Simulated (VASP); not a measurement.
A run of VASP 6.6.1:

Contents of INCAR:

```
SYSTEM = Ti
PREC = Accurate
ENCUT = 520
EDIFF = 1E-8
ISMEAR = -1
SIGMA = 0.15
LREAL = .FALSE.
LASPH = .TRUE.
NELM = 100
ALGO = Fast
ISIF = 2
LWAVE = .FALSE.
LCHARG = .FALSE.
GGA = PE
LEFG = .TRUE.
NBANDS = 19
```

KPOINTS

```
Automatic mesh
0
G
  18 18 10
  0 0 0
```

Contents of POSCAR:

```
Ti
1.0
    2.9405230253      0.0000000000      0.0000000000
   -1.4702615126      2.5465676403      0.0000000000
    0.0000000000      0.0000000000      4.6640088588
Ti
2
Direct
    0.3333333333      0.6666666667      0.2500000000
    0.6666666667      0.3333333333      0.7500000000
```

Potentials or basis: VASP PAW PBE potentials, release 64 (Ti_sv).

Launch:

```console
$ cat potpaw_PBE.64/Ti_sv/POTCAR > POTCAR
$ mpirun -np 1 vasp_std > vasp.out
```

Hardware: 1 thread of Intel(R) Xeon(R) Platinum 8488C (Sapphire Rapids), on a shared host.

How long does it take, and how much memory?

Wall time 13 min on 1 thread of Intel(R) Xeon(R) Platinum 8488C (Sapphire Rapids) (shared host), peak memory 0.24 GiB. Counts: scf iterations 74, k points 222.
